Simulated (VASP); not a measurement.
# Al (P1) in VASP: single point with PBE+D3(BJ)

Aim: the single point of Al with PBE+D3(BJ).

Program: VASP 6.6.1. These are calculated values, not measurements. Logs are shortened: lines on timing, memory, paths and dates and some standing lists are left out, and cuts for length are marked.

### Step 1. The cell of the first run

The typed cell holds 18 atoms: a = 6.886 Å, b = 6.886 Å, c = 6.886 Å, α = 75.56°, β = 75.56°, γ = 75.56°.

### Step 2. Single point, PBE+D3(BJ) (dynamics (nvt nose hoover) at 200 K, volume x 1.0, from the last frame before)

The input, INCAR:

```
SYSTEM = Al
PREC = Accurate ; ENCUT = 520
EDIFF = 1E-6 ; ISMEAR = -1
SIGMA = 0.05 ; LREAL = Auto
LASPH = .TRUE. ; NELM = 100
ALGO = Normal ; ISIF = 2
LWAVE = .FALSE. ; LCHARG = .FALSE.
GGA = PE ; IVDW = 12
NBANDS = 42
```

The input, KPOINTS:

```
regular mesh
0
G
  3 3 3
  0 0 0
```

The input, POSCAR:

```
Al
1.0
    4.2186830273      2.4356577814     -4.8668500000
   -0.0000000001     -4.8713155628     -4.8668500000
   -4.2186830272      2.4356577814     -4.8668500000
Al
18
Direct
    0.9706873289      0.2926071218      0.9923850956
    0.9756514792      0.9752985699      0.3077361649
    0.2988831955      0.3123073982      0.6445678537
    0.6457215732      0.3132735136      0.3103692865
    0.2981438828      0.9713077135      0.9609822572
    0.9841045705      0.6341556410      0.6427603665
    0.3115938022      0.6451412582      0.3067010431
    0.6416002523      0.9601482515      0.6338848113
    0.6406166300      0.6264169466      0.9731907985
    0.0294658779      0.3715885396      0.3663980415
    0.0282427168      0.0183656857      0.6935339894
    0.3652542966      0.3642667580      0.0146140635
    0.6998780369      0.3524759667      0.6959106851
    0.3565708370      0.0494848344      0.3487721947
    0.0243130608      0.6955526693      0.0244140402
    0.3550383460      0.6826643678      0.6880993963
    0.6775118056      0.0257232606      0.0427758033
    0.6967224261      0.7092212984      0.3529039902
```

Potentials or basis: VASP PAW PBE potentials, release 64 (Al).

Launch:

```
$ cat potpaw_PBE.64/Al/POTCAR > POTCAR
$ mpirun -np 1 vasp_std > vasp.out
```

OUTCAR:

```text
SYSTEM = Al
   PREC = Accurate
   ENCUT = 520
   EDIFF = 1E-6
   ISMEAR = -1
   LREAL = Auto
   LASPH = .TRUE.
   NELM = 100
   ISIF = 2
   GGA = PE
   IVDW = 12
 IVDW          = 12

 ion  position               nearest neighbor table
   1  0.971  0.293  0.992-   2 2.67   4 2.72   5 2.74   9 2.80   3 2.86  10 2.90   6 2.92  12 2.93
                            15 2.96  17 2.96  13 2.99  11 3.02
   2  0.976  0.975  0.308-   1 2.67   8 2.79   7 2.81   4 2.82   5 2.83   6 2.85  11 2.86  18 2.88
                            14 2.89  15 2.98  17 2.98  10 2.98
   3  0.299  0.312  0.645-   6 2.69  16 2.77   5 2.78  12 2.82   7 2.83   1 2.86   4 2.87  10 2.88
                             8 2.93  14 2.94  13 2.96  11 2.99
   4  0.646  0.313  0.310-   1 2.72   9 2.75   7 2.81   2 2.82  13 2.86   8 2.86   3 2.87  10 2.90
                            18 2.93  14 2.94  17 2.96  12 3.04
   5  0.298  0.971  0.961-   1 2.74   3 2.78   2 2.83   8 2.83  11 2.84   7 2.84  15 2.88   9 2.90
                            17 2.93  16 2.96  12 2.98  14 2.99
   6  0.984  0.634  0.643-   3 2.69  16 2.76   7 2.80   8 2.82   9 2.84  10 2.85  11 2.85  15 2.85
                             2 2.85   1 2.92  13 2.98  18 3.02
   7  0.312  0.645  0.307-  16 2.80   9 2.80   6 2.80   4 2.81   2 2.81   3 2.83   5 2.84  18 2.90
                            10 2.92  14 2.97  15 3.01  12 3.02
   8  0.642  0.960  0.634-   2 2.79  18 2.80   6 2.82   5 2.83   9 2.84   4 2.86  11 2.93   3 2.93
                            14 2.97  16 2.97  13 2.97  17 3.04
   9  0.641  0.626  0.973-   4 2.75   7 2.80   1 2.80   8 2.84   6 2.84  12 2.85  13 2.90   5 2.90
[... 5 lines left out ...]
  12  0.365  0.364  0.015-  16 2.72  14 2.74  17 2.75  13 2.76   3 2.82  15 2.84   9 2.85  10 2.90
                             1 2.93   5 2.98   7 3.02   4 3.04
  13  0.700  0.352  0.696-  12 2.76  10 2.78  11 2.80  17 2.85  16 2.85   4 2.86   9 2.90  18 2.95
                             3 2.96   8 2.97   6 2.98   1 2.99
  14  0.357  0.049  0.349-  17 2.65  12 2.74  10 2.74  11 2.85  18 2.87   2 2.89   4 2.94   3 2.94
                             8 2.97   7 2.97  16 2.98   5 2.99
  15  0.024  0.696  0.024-  11 2.76  18 2.77  10 2.81  16 2.82  12 2.84   6 2.85  17 2.86   5 2.88
                             9 2.92   1 2.96   2 2.98   7 3.01
  16  0.355  0.683  0.688-  12 2.72   6 2.76   3 2.77  11 2.80   7 2.80  15 2.82  13 2.85  18 2.86
                             5 2.96   8 2.97  14 2.98   9 3.01
  17  0.678  0.026  0.043-  18 2.65  14 2.65  12 2.75  13 2.85  15 2.86   5 2.93  11 2.95   1 2.96
                             4 2.96   2 2.98   9 2.99   8 3.04
  18  0.697  0.709  0.353-  17 2.65  15 2.77   8 2.80  10 2.83  16 2.86  14 2.87   2 2.88   7 2.90
                             4 2.93   9 2.94  13 2.95   6 3.02

  LATTYP: Found a trigonal (rhomboedric) cell.
 ALAT       =     6.8859236298
 COS(alpha) =     0.2493121556

  Lattice vectors:

 A1 = (   4.2186830273,   2.4356577814,  -4.8668500000)
 A2 = (  -0.0000000001,  -4.8713155628,  -4.8668500000)
 A3 = (  -4.2186830272,   2.4356577814,  -4.8668500000)

Analysis of symmetry for initial positions (statically):
=====================================================================
 Subroutine PRICEL returns:
 Original cell was already a primitive cell.

 Routine SETGRP: Setting up the symmetry group for a
 trigonal (rhombohedral) supercell.

 Subroutine GETGRP returns: Found  1 space group operations
 (whereof  1 operations were pure point group operations)
 out of a pool of 12 trial point group operations.

The static configuration has the point symmetry C_1 .

Analysis of symmetry for dynamics (positions and initial velocities):
=====================================================================
 Subroutine PRICEL returns:
 Original cell was already a primitive cell.

 Routine SETGRP: Setting up the symmetry group for a
 trigonal (rhombohedral) supercell.

 Subroutine GETGRP returns: Found  1 space group operations
 (whereof  1 operations were pure point group operations)
 out of a pool of 12 trial point group operations.

The dynamic configuration has the point symmetry C_1 .

 Subroutine INISYM returns: Found  1 space group operations
 (whereof  1 operations are pure point group operations),
 and found     1 'primitive' translations

----------------------------------------------------------------------------------------

                                     Primitive cell

  volume of cell :     300.0491

  direct lattice vectors                    reciprocal lattice vectors
     4.218683027  2.435657781 -4.866850000     0.118520400  0.068427785 -0.068490571
    -0.000000000 -4.871315563 -4.866850000     0.000000000 -0.136855570 -0.068490571
    -4.218683027  2.435657781 -4.866850000    -0.118520400  0.068427785 -0.068490571

  length of vectors
[... 60 lines left out ...]

  Shift w.r.t. Gamma in fractional coordinates (k-lattice)
     0.000000000  0.000000000  0.000000000

 Subroutine IBZKPT returns following result:
 ===========================================

 Found     14 irreducible k-points:

 Following reciprocal coordinates:
            Coordinates               Weight
  0.000000  0.000000  0.000000      1.000000
  0.333333 -0.000000  0.000000      2.000000
 -0.000000  0.333333 -0.000000      2.000000
  0.000000 -0.000000  0.333333      2.000000
  0.333333  0.333333 -0.000000      2.000000
 -0.333333  0.000000 -0.333333      2.000000
  0.000000  0.333333  0.333333      2.000000
 -0.333333  0.333333 -0.000000      2.000000
  0.333333 -0.000000 -0.333333      2.000000
  0.000000 -0.333333  0.333333      2.000000
  0.333333  0.333333  0.333333      2.000000
 -0.333333  0.333333  0.333333      2.000000
  0.333333 -0.333333  0.333333      2.000000
  0.333333  0.333333 -0.333333      2.000000
   k-points           NKPTS =     14   k-points in BZ     NKDIM =     14   number of bands    NBANDS=     42
   number of dos      NEDOS =    301   number of ions     NIONS =     18
   total plane-waves  NPLWV = 157464
   dimension x,y,z NGX =    54 NGY =   54 NGZ =   54
   dimension x,y,z NGXF=   108 NGYF=  108 NGZF=  108
   ions per type =              18
   NGX,Y,Z   is equivalent  to a cutoff of  13.04, 13.04, 13.04 a.u.
   NGXF,Y,Z  is equivalent  to a cutoff of  26.07, 26.07, 26.07 a.u.
 SYSTEM =  Al
   PREC   = accura    normal or accurate (medium, high low for compatibility)
   ISTART =      0    job   : 0-new  1-cont  2-samecut
   ICHARG =      2    charge: 1-file 2-atom 10-const
   ISPIN  =      1    spin polarized calculation?
   LNONCOLLINEAR =      F non collinear calculations
   LSORBIT =      F    spin-orbit coupling
   LASPH  =      T    aspherical Exc in radial PAW
   ENCUT  =  520.0 eV  38.22 Ry    6.18 a.u.  12.80 12.80 12.80*2*pi/ulx,y,z
   NELM   =    100;   NELMIN=  2; NELMDL= -5     # of ELM steps
   EDIFF  = 0.1E-05   stopping-criterion for ELM
   LREAL  =      T    real-space projection
   EDIFFG = 0.1E-04   stopping-criterion for IOM
   NSW    =      0    number of steps for IOM
   IBRION =     -1    ionic relax: 0-MD 1-quasi-New 2-CG
   NFREE  =      0    steps in history (QN), initial steepest desc. (CG)
   ISIF   =      2    stress and relaxation
   ISYM   =      2    0-nonsym 1-usesym 2-fastsym
   POTIM  = 0.5000    time-step for ionic-motion
   TEBEG  =    0.0;   TEEND  =   0.0 temperature during run
   PSTRESS=    0.0 pullay stress
   NELECT =      54.0000    total number of electrons
   NUPDOWN=      -1.0000    fix difference up-down
   EMIN   =  10.00;   EMAX   =-10.00  energy-range for DOS
   EFERMI =   0.00;   METHOD = LEGACY
   ISMEAR =    -1;   SIGMA  =   0.05  broadening in eV -4-tet -1-fermi 0-gaus
   EFERMI_NEDOS =   21; number of points for ismear=-14 and -15
   IALGO  =     38    algorithm
   IMIX   =      4    mixing-type and parameters
     AMIX     =   0.40;   BMIX     =  1.00
     AMIX_MAG =   1.60;   BMIX_MAG =  1.00
  volume/ion in A,a.u.               =      16.67       112.49
  Fermi-wavevector in a.u.,A,eV,Ry     =   0.924291  1.746656 11.623640  0.854313
  Thomas-Fermi vector in A             =   2.050021
   LORBIT       =      0    0 simple, 1 ext, 2 COOP (PROOUT), +10 PAW based schemes
   GGA     = PE    functional components
   LHFCALC =     F    Hartree Fock is set to
   AEXX    =    0.0000 exact exchange contribution
   IVDW    =    12    specifies the selected vdW correction
   LEPSILON=     F    determine dielectric tensor
   LRPA    =     F    only Hartree local field effects (RPA)
 non-spin polarized calculation
  energy-cutoff  :      520.00
  volume of cell :      300.05
 maximum number of plane-waves:      8148
 NGX is ok and might be reduce to    54
   NGX = 25   NGY = 25   NGZ = 25

 number of electron      54.0000000 magnetization

 Free energy of the ion-electron system (eV)
  ---------------------------------------------------
  ext. energy  EPLUGINS =         0.00000000
  ---------------------------------------------------
  free energy    TOTEN  =       -66.48727891 eV

  energy without entropy =      -66.37460016  energy(sigma->0) =      -66.43093954

 E-fermi :   7.9475     XC(G=0): -10.1558

 val. band max:        7.9199072848   @ k =   0.0000   0.3333   0.3333
 cond. band min:       7.9629510253   @ k =   0.3333  -0.0000   0.0000
 fundamental gap:      0.0430437405
 Fermi energy:         7.9475141822

 k-point     1 :       0.0000    0.0000    0.0000
  band No.  band energies     occupation
      1      -3.1877      2.00000
      2       0.0180      2.00000
      3       0.1675      2.00000
      4       0.2411      2.00000
      5       0.2871      2.00000
      6       0.3130      2.00000
[... 577 lines left out ...]
     38       9.9759      0.00000
     39      10.5216      0.00000
 [bands above 39 left out]

------------------------ aborting loop because EDIFF is reached ----------------------------------------

 Edisp (eV)   -5.99179

 E8    (eV) :    -2.6795

  FORCE on cell =-STRESS in cart. coord.  units (eV):
  Direction    XX          YY          ZZ          XY          YZ          ZX
  --------------------------------------------------------------------------------------
  -------------------------------------------------------------------------------------
  Total      -3.35916    -2.21521    -7.95686    -0.20088    -0.53472     0.22285
  in kB     -17.93698   -11.82859   -42.48735    -1.07263    -2.85525     1.18996
  external pressure =      -24.08 kB  Pullay stress =        0.00 kB

 VOLUME and BASIS-vectors are now :
 -----------------------------------------------------------------------------
  energy-cutoff  :      520.00
  volume of cell :      300.05
      direct lattice vectors                 reciprocal lattice vectors
     4.218683027  2.435657781 -4.866850000     0.118520400  0.068427785 -0.068490571
    -0.000000000 -4.871315563 -4.866850000     0.000000000 -0.136855570 -0.068490571
    -4.218683027  2.435657781 -4.866850000    -0.118520400  0.068427785 -0.068490571

 POSITION                                       TOTAL-FORCE (eV/Angst)
 -----------------------------------------------------------------------------------
     -0.09154      3.35599    -10.97805         0.342039     -0.419319      0.113119
      2.81772     -1.62509    -10.99269        -0.097058      0.218212      0.045601
     -1.45833      0.77658     -6.11159         0.277627      0.374819      0.315792
      1.41475      0.80266     -6.17781        -0.295044      0.099407      0.079949
     -2.79630     -1.66475    -10.85519         0.138115      0.286723     -0.032215
      1.44002      0.87331    -11.00405        -0.340867     -0.244301      0.360274
[... 10 lines left out ...]
      2.67775      1.62907     -3.63072         0.726626     -0.192406      0.069978
      1.45046     -0.89831     -8.56005        -0.309359      0.429047      0.041001
 -----------------------------------------------------------------------------------
    total drift:                               -0.007844     -0.000663     -0.001054

  FREE ENERGIE OF THE ION-ELECTRON SYSTEM (eV)
  ---------------------------------------------------
  free  energy   TOTEN  =       -72.4790668822 eV

  energy  without entropy=      -72.3663881363  energy(sigma->0) =      -72.42272751
```

Wall time 3.1 min (1 thread of Intel Xeon Platinum 8488C (Sapphire Rapids), shared host); peak memory 0.4 GiB.

What came out:

```
Free energy                : -72.4791 eV
Pressure                   : -2.4 GPa
Largest force              : 0.755 eV/Å
Band gap on the k mesh     : zero (band 27 reaches 8.40 eV, above the bottom of band 28 at 7.68 eV)
Dispersion energy per atom : -0.333 eV
```

Forces on the atoms (eV/Å):
```
Al   0.342 -0.419  0.113
Al  -0.097  0.218  0.046
Al   0.278  0.375  0.316
Al  -0.295  0.099  0.080
Al   0.138  0.287 -0.032
Al  -0.341 -0.244  0.360
Al   0.154 -0.122  0.211
Al  -0.225 -0.123 -0.098
Al   0.065 -0.311 -0.008
Al   0.017 -0.021 -0.008
Al  -0.055 -0.219 -0.137
Al  -0.309 -0.002 -0.144
Al   0.071 -0.037 -0.072
Al  -0.384  0.347 -0.060
Al  -0.061  0.110 -0.107
Al   0.286 -0.175 -0.570
Al   0.727 -0.192  0.070
Al  -0.309  0.429  0.041
```

Levels at points of the mesh, in eV from the Fermi level:
```csv
k point,band 24,band 25,band 26,band 27,band 28,band 29,band 30,band 31
"(0.00, 0.00, 0.00)",0.16,0.22,0.24,0.35,1.69,1.73,1.77,1.82
```

Caveat: pairwise dispersion overbinds metals, which lowers pressure and volume.
